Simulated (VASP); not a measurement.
Write the native input for VASP 6.6.1 that does the following.

```
Task                   : electric field gradients
Functional             : PBE
Potentials or basis    : VASP PAW PBE potentials, release 64 (Pb_d)
Cutoff                 : 520 eV
k mesh                 : 8 × 8 × 8
Occupations            : fermi-dirac, width 0.05 eV
Spin                   : no spin polarisation
Dipole correction      : no
Further INCAR settings : ALGO = Normal; EDIFF = 1e-08; NBANDS = 21
```

The structure of Pb lies in POSCAR:

```
Pb
1.0
    0.0000000000      3.4390000555      3.3702200544
    3.4390000555      0.0000000000      3.3702200544
    3.4390000555      3.4390000555      0.0000000000
Pb
2
Direct
    0.0000000000      0.0000000000      0.0000000000
    0.2500000000      0.2500000000      0.2500000000
```

This cell differs from its parent crystal: zz strain of -2 %.

These files were run (other wordings do the same):

INCAR

```
PREC     = Accurate       # precision mode
ENCUT    = 520            # plane-wave cutoff, eV
EDIFF    = 1E-8           # SCF threshold, eV
ISMEAR   = -1             # smearing method
SIGMA    = 0.05           # smearing width, eV
LREAL    = F              # projectors in reciprocal space
LASPH    = T              # aspherical terms in the spheres
NELM     = 60             # most SCF steps
ALGO     = Normal         # electronic algorithm
ISIF     = 2              # what is computed and relaxed
LWAVE    = F              # write WAVECAR
LCHARG   = F              # write CHGCAR
GGA      = PE             # functional
LEFG     = T            
NBANDS   = 21             # bands
```

KPOINTS

```
regular mesh
0
Gamma
  8 8 8
```

Potentials or basis: VASP PAW PBE potentials, release 64 (Pb_d).

Run with:

```bash
$ cat potpaw_PBE.64/Pb_d/POTCAR > POTCAR
$ mpirun -np 1 vasp_std > vasp.out
```

Results of the run:

```yaml
Pressure: 3.1 GPa
Band_gap_on_the_k_mesh: zero (band 14 reaches 4.89 eV, above the bottom of band 15 at 3.82 eV)
```

Caveat: the cell differs from its parent crystal (zz strain of -2 %); without QUAD_EFG the Cq values of the log hold for a quadrupole moment of 1 mb, not for the nuclei; spin-orbit coupling is left out, which moves the levels of the heavy elements.

It took 74 s on 1 thread of Intel(R) Xeon(R) Platinum 8259CL CPU @ 2.50GHz (Skylake/Cascade Lake) (shared host), peak memory 0.24 GiB.
